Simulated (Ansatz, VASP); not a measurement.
# Gd in VASP and in Ansatz

```xyz
2
Lattice="3.6400 0.0000 0.0000 -1.8200 3.1523 0.0000 0.0000 0.0000 5.7803" Properties=species:S:1:pos:R:3 pbc="T T T"
Gd    0.0000    2.1016    4.3352
Gd    1.8200    1.0508    1.4451
```

Alike in both runs: task single point; functional PBE; k mesh 6 × 6 × 4; occupations gaussian, width 0.1 eV; collinear spin; Hubbard terms Gd f U = 6.0 eV.

```csv
,VASP,Ansatz
version,VASP 6.6.1,Ansatz 0.2.0
potentials or method,"VASP PAW PBE potentials, release 64 (Gd), cutoff 520 eV","scalar-relativistic, plane waves, PAW"
valence electrons in the cell,36,36
```

VASP gave:

* gap on the k mesh at the Fermi level (eV): none
* pressure (GPa): 0.8
* traceless stress, the component that is largest in VASP (GPa): 0.47
* net moment per atom (μB): 7.80
* size of the moment on the site where the two differ most (μB): 7.12

What did Ansatz give for the same quantities?

gap on the k mesh at the Fermi level (eV): none; pressure (GPa): 0.6; traceless stress, the component that is largest in VASP (GPa): 0.50; net moment per atom (μB): 7.80; size of the moment on the site where the two differ most (μB): 7.49.

Site moments also hang on the region over which each program counts them. The programs project onto different local orbitals, so the same U acts differently, and such runs can settle in different states. A gap of «none» marks a metal or a gap that the smearing closes. Ansatz's warnings: filled band counts differ across k points.

Neither program's run includes spin-orbit coupling.
